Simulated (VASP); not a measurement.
# CsBr (Pm-3m) in VASP: a series of runs

Runs on CsBr. Level: LDA. Tasks: single point, relaxation of cell and atoms.

Everything below comes from runs of VASP 6.6.1. Logs are shortened: lines on timing, memory, paths and dates and some standing lists are left out, and cuts for length are marked.

## Step 1: The cell of the first run

Symmetry: Pm-3m, No. 221, cubic system. Conventional cell: a = 4.139 Å, b = 4.139 Å, c = 4.139 Å, α = 90.00°, β = 90.00°, γ = 90.00°. Cs (site symmetry m-3m) has 8 Br at 3.58 Å and 6 Cs at 4.14 Å within 4.7 Å. Br (site symmetry m-3m) has 8 Cs at 3.58 Å and 6 Br at 4.14 Å within 4.7 Å.

## Step 2: Single point, LDA

Input file INCAR:

```
SYSTEM = CsBr
ALGO = Normal
EDIFF = 1E-6
ENCUT = 500
GGA = CA
GGA_COMPAT = .False.
ISIF = 2
ISMEAR = 0
LASPH = .True.
LCHARG = .False.
LREAL = .False.
LWAVE = .False.
NBANDS = 15
NELM = 120
PREC = Accurate
SIGMA = 0.02
```

Input file KPOINTS:

```
k-points
0
Gamma
  6 6 6
  0 0 0
```

Input file POSCAR:

```
CsBr
1.0
    4.1390194729      0.0000000000      0.0000000000
    0.0000000000      4.1390194729      0.0000000000
    0.0000000000      0.0000000000      4.1390194729
Cs Br
1 1
Direct
    0.0000000000      0.0000000000      0.0000000000
    0.5000000000      0.5000000000      0.5000000000
```

Potentials or basis: VASP PAW LDA potentials, release 64 (Cs_sv, Br).

Command:

```bash
$ cat potpaw_LDA.64/Cs_sv/POTCAR potpaw_LDA.64/Br/POTCAR > POTCAR
$ mpirun -np 1 vasp_std > vasp.out
```

OUTCAR:

```text
SYSTEM = CsBr
   EDIFF = 1E-6
   ENCUT = 500
   GGA = CA
   ISIF = 2
   ISMEAR = 0
   LASPH = .True.
   LREAL = .False.
   NELM = 120
   PREC = Accurate

 ion  position               nearest neighbor table
   1  0.000  0.000  0.000-
   2  0.500  0.500  0.500-

  LATTYP: Found a simple cubic cell.
 ALAT       =     4.1390194729

  Lattice vectors:

 A1 = (   4.1390194729,   0.0000000000,   0.0000000000)
 A2 = (   0.0000000000,   4.1390194729,   0.0000000000)
 A3 = (   0.0000000000,   0.0000000000,   4.1390194729)

Analysis of symmetry for initial positions (statically):
=====================================================================
 Subroutine PRICEL returns:
 Original cell was already a primitive cell.

 Routine SETGRP: Setting up the symmetry group for a
 simple cubic supercell.

 Subroutine GETGRP returns: Found 48 space group operations
 (whereof 48 operations were pure point group operations)
 out of a pool of 48 trial point group operations.

The static configuration has the point symmetry O_h .

Analysis of symmetry for dynamics (positions and initial velocities):
=====================================================================
 Subroutine PRICEL returns:
 Original cell was already a primitive cell.

 Routine SETGRP: Setting up the symmetry group for a
 simple cubic supercell.

 Subroutine GETGRP returns: Found 48 space group operations
 (whereof 48 operations were pure point group operations)
 out of a pool of 48 trial point group operations.

The dynamic configuration has the point symmetry O_h .

 Subroutine INISYM returns: Found 48 space group operations
 (whereof 48 operations are pure point group operations),
 and found     1 'primitive' translations

----------------------------------------------------------------------------------------

                                     Primitive cell

  volume of cell :      70.9075

  direct lattice vectors                    reciprocal lattice vectors
     4.139019473  0.000000000  0.000000000     0.241603116  0.000000000  0.000000000
     0.000000000  4.139019473  0.000000000     0.000000000  0.241603116  0.000000000
     0.000000000  0.000000000  4.139019473     0.000000000  0.000000000  0.241603116

  length of vectors
     4.139019473  4.139019473  4.139019473     0.241603116  0.241603116  0.241603116

  position of ions in fractional coordinates (direct lattice)
     0.000000000  0.000000000  0.000000000
[... 81 lines left out ...]
   POTIM  = 0.5000    time-step for ionic-motion
   TEBEG  =    0.0;   TEEND  =   0.0 temperature during run
   PSTRESS=    0.0 pullay stress
   NELECT =      16.0000    total number of electrons
   NUPDOWN=      -1.0000    fix difference up-down
   EMIN   =  10.00;   EMAX   =-10.00  energy-range for DOS
   EFERMI =   0.00;   METHOD = LEGACY
   ISMEAR =     0;   SIGMA  =   0.02  broadening in eV -4-tet -1-fermi 0-gaus
   EFERMI_NEDOS =   21; number of points for ismear=-14 and -15
   IALGO  =     38    algorithm
   IMIX   =      4    mixing-type and parameters
     AMIX     =   0.40;   BMIX     =  1.00
     AMIX_MAG =   1.60;   BMIX_MAG =  1.00
  volume/ion in A,a.u.               =      35.45       239.25
  Fermi-wavevector in a.u.,A,eV,Ry     =   0.996668  1.883430 13.515319  0.993348
  Thomas-Fermi vector in A             =   2.128772
   LORBIT       =      0    0 simple, 1 ext, 2 COOP (PROOUT), +10 PAW based schemes
   GGA     = CA    functional components
   LHFCALC =     F    Hartree Fock is set to
   AEXX    =    0.0000 exact exchange contribution
   IVDW    =     0    specifies the selected vdW correction
   LEPSILON=     F    determine dielectric tensor
   LRPA    =     F    only Hartree local field effects (RPA)
 non-spin polarized calculation
 Gauss-broadening in eV      SIGMA  =   0.02
  energy-cutoff  :      500.00
  volume of cell :       70.91
 maximum number of plane-waves:      1856
   NGX = 15   NGY = 15   NGZ = 15

 number of electron      16.0000002 magnetization

 Free energy of the ion-electron system (eV)
  ---------------------------------------------------
  ext. energy  EPLUGINS =         0.00000000
  ---------------------------------------------------
  free energy    TOTEN  =        -6.79310042 eV

  energy without entropy =       -6.79310042  energy(sigma->0) =       -6.79310042

 E-fermi :   0.3386     XC(G=0):  -8.8592

 val. band max:        0.2148922981   @ k =   0.0000   0.0000   0.0000
 cond. band min:       4.7130242192   @ k =   0.0000   0.0000   0.0000
 fundamental gap:      4.4981319211
 Fermi energy:         0.3385991195

 k-point     1 :       0.0000    0.0000    0.0000
  band No.  band energies     occupation
      1     -19.4329      2.00000
      2     -12.3529      2.00000
      3      -5.9702      2.00000
      4      -5.9702      2.00000
      5      -5.9702      2.00000
      6       0.2149      2.00000
      7       0.2149      2.00000
      8       0.2149      2.00000
      9       4.7130      0.00000
     10       4.7130      0.00000
     11       4.7761      0.00000
     12       9.5462      0.00000
     13       9.5462      0.00000
     14       9.5462      0.00000
[... 329 lines left out ...]
      2     -12.1201      2.00000
      3      -6.5145      2.00000
      4      -6.5145      2.00000
      5      -6.5145      2.00000
      6      -1.3349      2.00000
      7      -1.3349      2.00000
      8      -1.3349      2.00000
      9       8.8851      0.00000
     10       8.8851      0.00000
     11       8.8851      0.00000
     12       9.6605      0.00000
     13       9.6605      0.00000
     14       9.6605      0.00000
     15      12.2525      0.00000

------------------------ aborting loop because EDIFF is reached ----------------------------------------

  FORCE on cell =-STRESS in cart. coord.  units (eV):
  Direction    XX          YY          ZZ          XY          YZ          ZX
  --------------------------------------------------------------------------------------
  -------------------------------------------------------------------------------------
  Total        0.0525446      0.0525446      0.0525446      0.0000000      0.0000000      0.0000000
  in kB        1.1872611      1.1872611      1.1872611      0.0000000      0.0000000      0.0000000
  external PRESSURE =       1.1872611 kB  Pullay stress =       0.0000000 kB

 VOLUME and BASIS-vectors are now :
 -----------------------------------------------------------------------------
  energy-cutoff  :      500.00
  volume of cell :       70.91
      direct lattice vectors                 reciprocal lattice vectors
     4.139019473  0.000000000  0.000000000     0.241603116  0.000000000  0.000000000
     0.000000000  4.139019473  0.000000000     0.000000000  0.241603116  0.000000000
     0.000000000  0.000000000  4.139019473     0.000000000  0.000000000  0.241603116

 POSITION                                       TOTAL-FORCE (eV/Angst)
 -----------------------------------------------------------------------------------
      0.00000      0.00000      0.00000         0.000000      0.000000      0.000000
      2.06951      2.06951      2.06951         0.000000      0.000000      0.000000
 -----------------------------------------------------------------------------------
    total drift:                                0.000000      0.000000     -0.000000

  FREE ENERGIE OF THE ION-ELECTRON SYSTEM (eV)
  ---------------------------------------------------
  free  energy   TOTEN  =        -6.7931004187 eV

  energy  without entropy=       -6.7931004187  energy(sigma->0) =       -6.79310042
```

stdout:

```text
POSCAR found type information on POSCAR CsBr
 POSCAR found :  2 types and       2 ions
 scaLAPACK will be used
 LDA part: xc-table for (Slater(with rela. corr.)+CA(PZ))
 , standard interpolation
 POSCAR, INCAR and KPOINTS ok, starting setup
 FFT: planning ... GRIDC
 FFT: planning ... GRID_SOFT
 FFT: planning ... GRID
 WAVECAR not read
 entering main loop
```

Wall time 20 s (1 thread of Intel Xeon 8259CL, shared host); peak memory 0.15 GiB.

What came out:

| Item | Value |
| --- | --- |
| Free energy | -6.7931 eV |
| Pressure | 0.1 GPa |
| Band gap on the k mesh | 4.50 eV |

Caveat: spin-orbit coupling is left out, which moves the levels of the heavy elements.

## Step 3: Relaxation of cell and atoms, LDA

Input file INCAR:

```
SYSTEM = CsBr
  ALGO = Normal
  EDIFF = 1E-7
  EDIFFG = -0.005
  ENCUT = 500
  GGA_COMPAT = .FALSE.
  IBRION = 2
  ISIF = 3
  ISMEAR = 0
  LASPH = .TRUE.
  LCHARG = .FALSE.
  LREAL = .FALSE.
  LWAVE = .FALSE.
  NELM = 120
  NELMIN = 4
  NSW = 100
  PREC = Accurate
  SIGMA = 0.02
```

Input file KPOINTS:

```
k-points
0
G
  6 6 6
  0 0 0
```

POSCAR is that of step 2.

Potentials or basis: VASP PAW LDA potentials, release 64 (Cs_sv, Br).

Command:

```bash
$ cat potpaw_LDA.64/Cs_sv/POTCAR potpaw_LDA.64/Br/POTCAR > POTCAR
$ mpirun -np 1 vasp_std > vasp.out
```

OUTCAR:

```text
SYSTEM = CsBr
   EDIFF = 1E-7
   EDIFFG = -0.005
   ENCUT = 500
   IBRION = 2
   ISIF = 3
   ISMEAR = 0
   LASPH = .TRUE.
   LREAL = .FALSE.
   NELM = 120
   NELMIN = 4
   NSW = 100
   PREC = Accurate

 ion  position               nearest neighbor table
   1  0.000  0.000  0.000-
   2  0.500  0.500  0.500-

  LATTYP: Found a simple cubic cell.
 ALAT       =     4.1390194729

  Lattice vectors:

 A1 = (   4.1390194729,   0.0000000000,   0.0000000000)
 A2 = (   0.0000000000,   4.1390194729,   0.0000000000)
 A3 = (   0.0000000000,   0.0000000000,   4.1390194729)

Analysis of symmetry for initial positions (statically):
=====================================================================
 Subroutine PRICEL returns:
 Original cell was already a primitive cell.

 Routine SETGRP: Setting up the symmetry group for a
 simple cubic supercell.

[... 170 lines left out ...]
  Total        0.0534792      0.0534792      0.0534792     -0.0000000      0.0000000      0.0000000
  in kB        1.2083785      1.2083785      1.2083785     -0.0000000      0.0000000      0.0000000
  external PRESSURE =       1.2083785 kB  Pullay stress =       0.0000000 kB
[... 59 lines left out ...]
--------------------------------------- Ionic step        3  -------------------------------------------

 number of electron      16.0000002 magnetization

 Free energy of the ion-electron system (eV)
  ---------------------------------------------------
  ext. energy  EPLUGINS =         0.00000000
  ---------------------------------------------------
  free energy    TOTEN  =        -6.79324461 eV

  energy without entropy =       -6.79324461  energy(sigma->0) =       -6.79324461

 E-fermi :   0.3154     XC(G=0):  -8.8370

 val. band max:        0.1816230868   @ k =   0.0000   0.0000   0.0000
 cond. band min:       4.6899300184   @ k =   0.0000   0.0000   0.0000
 fundamental gap:      4.5083069317
 Fermi energy:         0.3153667115

 k-point     1 :       0.0000    0.0000    0.0000
  band No.  band energies     occupation
      1     -19.4676      2.00000
      2     -12.3767      2.00000
      3      -6.0078      2.00000
      4      -6.0078      2.00000
      5      -6.0078      2.00000
      6       0.1816      2.00000
      7       0.1816      2.00000
      8       0.1816      2.00000
      9       4.6899      0.00000
     10       4.6899      0.00000
     11       4.7205      0.00000
     12       9.4994      0.00000
[... 312 lines left out ...]
  FREE ENERGIE OF THE ION-ELECTRON SYSTEM (eV)
  ---------------------------------------------------
  free  energy   TOTEN  =        -6.7932446076 eV

  energy  without entropy=       -6.7932446076  energy(sigma->0) =       -6.79324461

 reached required accuracy - stopping structural energy minimisation
```

OSZICAR:

```text
N       E                     dE             d eps       ncg     rms          rms(c)
DAV:   1     0.926507366686E+02    0.92651E+02   -0.67955E+03   480   0.112E+03
DAV:   2    -0.587240055670E+00   -0.93238E+02   -0.85349E+02   736   0.179E+02
DAV:   3    -0.697042189031E+01   -0.63832E+01   -0.63529E+01   600   0.539E+01
[... 20 lines left out ...]
DAV:   1    -0.679339690641E+01   -0.16447E-03   -0.28856E-03   484   0.343E-01    0.561E-02
DAV:   2    -0.679327305562E+01    0.12385E-03   -0.18959E-04   488   0.816E-02    0.227E-02
DAV:   3    -0.679324557910E+01    0.27477E-04   -0.86194E-05   484   0.552E-02    0.878E-03
DAV:   4    -0.679324466685E+01    0.91226E-06   -0.25024E-06   532   0.107E-02    0.300E-03
DAV:   5    -0.679324460762E+01    0.59225E-07   -0.27049E-07   476   0.339E-03
   3 F= -.67932446E+01 E0= -.67932446E+01  d E =-.144180E-03
```

Run time: 33 s. Hardware: 1 thread of Intel Xeon 8259CL, shared host; peak memory 0.16 GiB.

Results:

| Quantity | Value |
| --- | --- |
| Free energy | -6.7932 eV |
| Relaxed volume | 35.64 Å³/atom |
| Relaxed cell | a = 4.146 Å, b = 4.146 Å, c = 4.146 Å, α = 90.00°, β = 90.00°, γ = 90.00° |
| Space group after relaxing (to 0.1 Å) | Pm-3m (No. 221) |
| Energy gained by relaxing | 0.1 meV/atom |
| Ionic steps | 3 |
| Pressure after relaxing | 0.0 GPa |
| Band gap on the k mesh | 4.51 eV |

The path:
```
step  energy change (eV)  largest force (eV/Å)  pressure (GPa)  volume (Å³)
   1              0.0000                0.0000            0.12        70.91
   2             -0.0001                0.0000            0.03        71.18
   3             -0.0001                0.0000            0.00        71.27
```

Final structure:
```
CELL_PARAMETERS angstrom
4.14614 0.00000 0.00000
0.00000 4.14614 0.00000
0.00000 0.00000 4.14614
ATOMIC_POSITIONS crystal
Cs 0.00000 0.00000 0.00000
Br 0.50000 0.50000 0.50000
```

Caveat: spin-orbit coupling is left out, which moves the levels of the heavy elements. A k mesh can miss the band edges.
